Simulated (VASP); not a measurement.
The system is NaCl.

```
Na Cl
1.0
     0.00000    2.80273    2.80273
     2.80273    0.00000    2.80273
     2.80273    2.80273    0.00000
Na Cl
1 1
Direct
  0.00000 0.00000 0.00000
  0.50000 0.50000 0.50000
```

Base run:

| Quantity | Value |
| --- | --- |
| Program | VASP 6.6.1 |
| Functional | r2SCAN |
| Dispersion | D3(BJ) |
| Potentials or basis | VASP PAW PBE potentials, release 64 (Na_pv, Cl) |
| Cutoff | 550 eV |
| k mesh | 6 × 6 × 6 |
| Occupations | gaussian, width 0.01 eV |
| Spin | no spin polarisation |

Its results: band gap on the k mesh 6.00 eV; pressure -0.9 GPa.

**Question.** The run is repeated on the same cell with these changes: dispersion from D3(BJ) to none; occupations from gaussian, width 0.01 eV to methfessel-paxton, width 0.2 eV. What comes out?

**Answer.** Band gap on the k mesh 6.00 eV; pressure -0.2 GPa.

Caveats: the PAW data sets were made with another functional, which shifts forces and pressure a little.

